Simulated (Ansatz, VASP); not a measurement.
Si in VASP and in Ansatz

```
CELL_PARAMETERS angstrom
0.00000 2.73496 2.73496
2.73496 0.00000 2.73496
2.73496 2.73496 0.00000
ATOMIC_POSITIONS crystal
Si 0.00000 0.00000 0.00000
Si 0.25000 0.25000 0.25000
```

Alike in both runs: task single point; functional PBE; k mesh 8 × 8 × 8; occupations fermi-dirac, width 0.0612256 eV; no spin polarisation.

|  | VASP | Ansatz |
| --- | --- | --- |
| version | VASP 6.6.1 | Ansatz 0.2 development build |
| potentials or method | VASP PAW PBE potentials, release 64 (Si), cutoff 500 eV | all-electron full-potential LAPW, scalar-relativistic |

Ansatz gave:

```
pressure (GPa) : 0.0
```

**Question.** Which values does VASP return?

**Answer.** Pressure (GPa): -0.1.

Ansatz ran all-electron here, and VASP with PAW potentials.
